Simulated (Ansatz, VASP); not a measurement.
Two plane-wave programs on Ag

```xyz
4
Lattice="2.9052 0.0000 0.0000 -1.4526 2.5160 0.0000 0.0000 0.0000 9.4670" Properties=species:S:1:pos:R:3 pbc="T T T"
Ag    0.0000    1.6773    2.3667
Ag    1.4526    0.8387    7.1002
Ag    0.0000    0.0000    0.0000
Ag    0.0000    0.0000    4.7335
```

Alike in both runs: functional r2SCAN; k mesh 18 × 18 × 4; occupations gaussian, width 0.1 eV; no spin polarisation.

Ansatz relaxed the structure, and its values are those at the end. VASP's run is a single point on that final structure, the one shown.

|  | VASP | Ansatz |
| --- | --- | --- |
| version | VASP 6.6.1 | Ansatz 0.2.0 |
| potentials or method | VASP PAW PBE potentials, release 64 (Ag), cutoff 520 eV | scalar-relativistic, plane waves, PAW |
| valence electrons in the cell | 44 | 76 |

```tsv
	VASP	Ansatz	Ansatz less VASP
gap on the k mesh at the Fermi level (eV)	none	none	-
pressure (GPa)	0.1	0.0	-0.13
```

VASP's potentials were made for PBE, not for r2SCAN. A gap of «none» marks a metal or a gap that the smearing closes. VASP's potentials hold 44 valence electrons a cell and Ansatz's 76, so a difference there can come from the potentials and not from the codes.
